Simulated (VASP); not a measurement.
A run of VASP 6.6.1 is set up as follows.

Contents of INCAR:

```
PREC = Accurate ; ENCUT = 1300
EDIFF = 1E-6 ; ISMEAR = 0
SIGMA = 0.01 ; LREAL = False
LASPH = True ; NELM = 120
ALGO = Normal ; ISIF = 2
LWAVE = False ; LCHARG = False
GGA = PS ; NBANDS = 16
GGA_COMPAT = False
```

Contents of KPOINTS:

```
regular mesh
0
Gamma
  9 9 6
```

POSCAR

```
C
1.0
    2.4612466108      0.0000000000      0.0000000000
   -1.2306233054      2.1315020900      0.0000000000
    0.0000000000      0.0000000000      4.1625633114
C
4
Direct
    0.3333333333      0.6666666667      0.0000573175
    0.6666666667      0.3333333333      0.5000573175
    0.3333333333      0.6666666667      0.3739426825
    0.6666666667      0.3333333333      0.8739426825
```

Potentials or basis: VASP PAW PBE potentials, release 64 (C_h).

The run is started by

```sh
$ cat potpaw_PBE.64/C_h/POTCAR > POTCAR
$ mpirun -np 1 vasp_std > vasp.out
```

(1) What does it give for the pressure?

(2) What does it give for the band gap on the k mesh?

Results:

(1) 14.4 GPa.

(2) 2.88 eV (least direct gap 4.96 eV).

Caveat: the stress differs along the axes, from 0 to 22 GPa; the PAW data sets were made with another functional, which shifts forces and pressure a little.
